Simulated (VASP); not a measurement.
# Cu (I4/mmm) in VASP: a series of runs, part 2 of 2

VASP 6.6.1. Earlier steps stand in the parts before.

### Step 4. Single point, PBEsol (equal xx and yy strain of +2 %)

Input file INCAR:

```
SYSTEM = Cu
PREC     = Accurate       ! precision mode
ENCUT    = 520            ! plane-wave cutoff, eV
EDIFF    = 1E-7           ! SCF threshold, eV
ISMEAR   = -1             ! smearing method
SIGMA    = 0.08           ! smearing width, eV
LREAL    = .False.        ! projectors in reciprocal space
LASPH    = .True.         ! aspherical terms in the spheres
NELM     = 80             ! most SCF steps
ALGO     = Normal         ! electronic algorithm
ISIF     = 2              ! what is computed and relaxed
LWAVE    = .False.        ! write WAVECAR
LCHARG   = .False.        ! write CHGCAR
GGA      = PS             ! functional
NBANDS   = 12             ! bands
```

Input file KPOINTS:

```
Automatic mesh
0
Gamma
  19 19 19
  0 0 0
```

Input file POSCAR:

```
Cu
1.0
    0.0000000000      1.8436500000      1.8075000000
    1.8436500000      0.0000000000      1.8075000000
    1.8436500000      1.8436500000      0.0000000000
Cu
1
Direct
    0.0000000000      0.0000000000      0.0000000000
```

Potentials or basis: VASP PAW PBE potentials, release 64 (Cu).

On the command line:

```sh
cat potpaw_PBE.64/Cu/POTCAR > POTCAR
mpirun -np 1 vasp_std > vasp.out
```

OUTCAR:

```text
SYSTEM = Cu
   PREC = Accurate
   ENCUT = 520
   EDIFF = 1E-7
   ISMEAR = -1
   LREAL = .False.
   LASPH = .True.
   NELM = 80
   ISIF = 2
   GGA = PS

 ion  position               nearest neighbor table
   1  0.000  0.000  0.000-

  LATTYP: Found a body centered tetragonal cell.
 ALAT       =     2.6073148343
 C/A-ratio  =     1.3864838847

  Lattice vectors:

 A1 = (   0.0000000000,  -1.8436500000,  -1.8075000000)
 A2 = (   0.0000000000,   1.8436500000,  -1.8075000000)
 A3 = (   1.8436500000,   0.0000000000,   1.8075000000)

Analysis of symmetry for initial positions (statically):
=====================================================================
 Subroutine PRICEL returns:
 Original cell was already a primitive cell.

 Routine SETGRP: Setting up the symmetry group for a
 body centered tetragonal supercell.

 Subroutine GETGRP returns: Found 16 space group operations
 (whereof 16 operations were pure point group operations)
 out of a pool of 16 trial point group operations.

The static configuration has the point symmetry D_4h.

Analysis of symmetry for dynamics (positions and initial velocities):
[... 170 lines left out ...]
      6       4.8337      2.00000
      7      29.1928      0.00000
      8      31.4814      0.00000
      9      31.4814      0.00000
     10      31.5344      0.00000
     11      33.9231      0.00000
     12      33.9680      0.00000
[... 331 lines left out ...]
 k-point    24 :      -0.2632    0.0526    0.0000
  band No.  band energies     occupation
      1       0.4271      2.00000
      2       3.7571      2.00000
      3       4.1247      2.00000
      4       4.1693      2.00000
      5       4.8335      2.00000
      6       5.0757      2.00000
      7      17.6865      0.00000
      8      26.5747      0.00000
      9      29.4149      0.00000
     10      30.2940      0.00000
     11      32.4093      0.00000
     12      33.9570      0.00000

 [... further k-points ...]

------------------------ aborting loop because EDIFF is reached ----------------------------------------

  FORCE on cell =-STRESS in cart. coord.  units (eV):
  Direction    XX          YY          ZZ          XY          YZ          ZX
  --------------------------------------------------------------------------------------
  -------------------------------------------------------------------------------------
  Total       -0.8337395     -0.8337395     -0.7809343      0.0000000     -0.0000000     -0.0000000
  in kB     -108.7115523   -108.7115523   -101.8262642      0.0000000     -0.0000000     -0.0000000
  external PRESSURE =    -106.4164563 kB  Pullay stress =       0.0000000 kB

 VOLUME and BASIS-vectors are now :
 -----------------------------------------------------------------------------
  energy-cutoff  :      520.00
  volume of cell :       12.29
      direct lattice vectors                 reciprocal lattice vectors
     0.000000000  1.843650000  1.807500000    -0.271201150  0.271201150  0.276625173
     1.843650000  0.000000000  1.807500000     0.271201150 -0.271201150  0.276625173
     1.843650000  1.843650000  0.000000000     0.271201150  0.271201150 -0.276625173

 POSITION                                       TOTAL-FORCE (eV/Angst)
 -----------------------------------------------------------------------------------
      0.00000      0.00000      0.00000         0.000000      0.000000     -0.000000
 -----------------------------------------------------------------------------------
    total drift:                                0.000000      0.000000      0.000000

  FREE ENERGIE OF THE ION-ELECTRON SYSTEM (eV)
  ---------------------------------------------------
  free  energy   TOTEN  =        -4.2774962673 eV

  energy  without entropy=       -4.2700075923  energy(sigma->0) =       -4.27375193
```

OSZICAR:

```text
N       E                     dE             d eps       ncg     rms          rms(c)
DAV:   1     0.424675870753E+02    0.42468E+02   -0.53816E+03 14508   0.152E+03
DAV:   2    -0.398901084576E+01   -0.46457E+02   -0.42940E+02 13604   0.203E+02
DAV:   3    -0.533554316765E+01   -0.13465E+01   -0.13382E+01 15552   0.401E+01
DAV:   4    -0.534402700462E+01   -0.84838E-02   -0.84824E-02 14868   0.281E+00
DAV:   5    -0.534410714955E+01   -0.80145E-04   -0.80144E-04 15828   0.280E-01    0.834E+00
DAV:   6    -0.478659810540E+01    0.55751E+00   -0.18395E+01 15660   0.802E+01    0.467E+00
DAV:   7    -0.428967273977E+01    0.49693E+00   -0.29719E+00 15700   0.323E+01    0.507E-01
DAV:   8    -0.427983064711E+01    0.98421E-02   -0.78226E-03 16344   0.167E+00    0.363E-01
DAV:   9    -0.427749198408E+01    0.23387E-02   -0.13882E-02 16072   0.199E+00    0.273E-02
DAV:  10    -0.427749488104E+01   -0.28970E-05   -0.50255E-05 19500   0.120E-01    0.609E-03
DAV:  11    -0.427749630151E+01   -0.14205E-05   -0.48944E-07 16164   0.105E-02    0.667E-04
DAV:  12    -0.427749626735E+01    0.34159E-07   -0.32541E-08  9072   0.307E-03
   1 F= -.42774963E+01 E0= -.42737519E+01  d E =-.748868E-02
```

stdout:

```text
POSCAR found type information on POSCAR Cu
 POSCAR found :  1 types and       1 ions
 scaLAPACK will be used
 -----------------------------------------------------------------------------
|                                                                             |
|                                                                             |
|     You enforced a specific xc type in the INCAR file but a different       |
|     I HOPE YOU KNOW WHAT YOU ARE DOING!                                     |
|                                                                             |
 -----------------------------------------------------------------------------

 LDA part: xc-table for (Slater+PW92), standard interpolation
 POSCAR, INCAR and KPOINTS ok, starting setup
 FFT: planning ... GRIDC
 FFT: planning ... GRID_SOFT
 FFT: planning ... GRID
 WAVECAR not read
 entering main loop
```

Wall time 27 s (1 thread of Intel Xeon 6975P-C (Granite Rapids), shared host); peak memory 0.19 GiB.

What came out:

```
Free energy : -4.2775 eV
Pressure    : -10.6 GPa
```

Caveat: the cell differs from its parent crystal (equal xx and yy strain of +2 %); the PAW data sets were made with another functional, which shifts forces and pressure a little.

### Step 5. The runs side by side

```csv
cell,gap on the mesh (eV),pressure (GPa)
"a = 2.569, b = 2.569, c = 2.556 Å, angles 60.2, 60.2, 59.7°, 1 atom",none,-7.1
"a = 2.595, b = 2.595, c = 2.556 Å, angles 60.5, 60.5, 59.0°, 1 atom",none,-9.5
"a = 2.582, b = 2.582, c = 2.607 Å, angles 59.7, 59.7, 60.7°, 1 atom",none,-10.6
```

Alike in all rows: task single point; level PBEsol; potentials or basis VASP PAW PBE potentials, release 64 (Cu); no spin polarisation; k mesh 19 × 19 × 19; cutoff (eV) 520; smearing fermi-dirac 0.08 eV.

Caveats: the PAW data sets were made with another functional, which shifts forces and pressure a little.

Absolute energies hang on the potentials; compare differences alone.
